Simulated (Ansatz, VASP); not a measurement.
Mg2C3: VASP beside Ansatz

```
CELL_PARAMETERS angstrom
2.41550 -2.35000 0.00000
2.41550 2.35000 0.00000
-1.22707 0.00000 4.83328
ATOMIC_POSITIONS crystal
Mg 0.80962 0.80962 0.19943
Mg 0.19038 0.19038 0.80057
C 0.30006 0.30006 0.26310
C 0.69994 0.69994 0.73690
C 0.50000 0.50000 0.50000
```

Alike in both runs: functional PBE; k mesh 9 × 9 × 6; occupations fermi-dirac, width 0.05 eV; no spin polarisation.

Ansatz relaxed the structure, and its values are those at the end. VASP's run is a single point on that final structure, the one shown.

|  | VASP | Ansatz |
| --- | --- | --- |
| version | VASP 6.6.1 | Ansatz 0.2.0 |
| potentials or method | VASP PAW PBE potentials, release 64 (Mg, C) | plane-wave PAW, scalar-relativistic |
| plane-wave cutoff (eV) | 520 | 420 |
| valence electrons in the cell | 16 | 32 |

```csv
,VASP,Ansatz,Ansatz less VASP
pressure (GPa),0.5,0.7,+0.19
rms of the force components (eV/Å),0.027,0.007,-0.0196
```

With one functional, cell and mesh, what is left measures potentials, basis and numerics. VASP's potentials hold 16 valence electrons a cell and Ansatz's 32, so a difference there can come from the potentials and not from the codes. Ansatz's warnings: stress scf threshold loose.
